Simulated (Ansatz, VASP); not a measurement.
Si16C in VASP and in Ansatz

```
Si C
1.0
     0.00000    5.43000    5.43000
     5.43000    0.00000    5.43000
     5.43000    5.43000    0.00000
Si C
16 1
Cartesian
  -0.0335 -0.0328 -0.1126
  1.1001 1.1003 1.6029
  2.5606 2.5630 0.6512
  4.0961 4.0969 1.3525
  2.8057 -0.0400 2.6662
  4.0951 1.3954 3.9991
  5.4439 2.6720 2.5718
  6.9060 3.9199 3.8515
  -0.0362 2.8106 2.6622
  1.3967 4.0976 3.9983
  2.6732 5.4457 2.5716
  3.9330 6.9035 3.8507
  2.7038 2.7045 5.3542
  4.1020 4.1051 6.6205
  5.4094 5.4178 5.1722
  6.7293 6.7294 6.6048
  7.8735 7.8644 9.7517
```

Alike in both runs: functional PBE; dispersion D3(BJ); k mesh 2 × 2 × 2; occupations fermi-dirac, width 0.05 eV; collinear spin.

Ansatz relaxed the structure, and its values are those at the end. VASP's run is a single point on that final structure, the one shown.

|  | VASP | Ansatz |
| --- | --- | --- |
| version | VASP 6.6.1 | Ansatz 0.2.0 |
| potentials or method | VASP PAW PBE potentials, release 64 (Si, C), cutoff 520 eV | scalar-relativistic, plane waves, PAW |
| valence electrons in the cell | 68 | 68 |

```csv
,VASP,Ansatz,Ansatz less VASP
rms of the force components (eV/Å),0.024,0.024,-0.0008
net moment per atom (μB),0.00,0.00,0.000
```

Ansatz's warnings: filled band counts differ across k points, seeded moment not kept.

The k mesh is coarse, so the values compare programs but aren't converged.
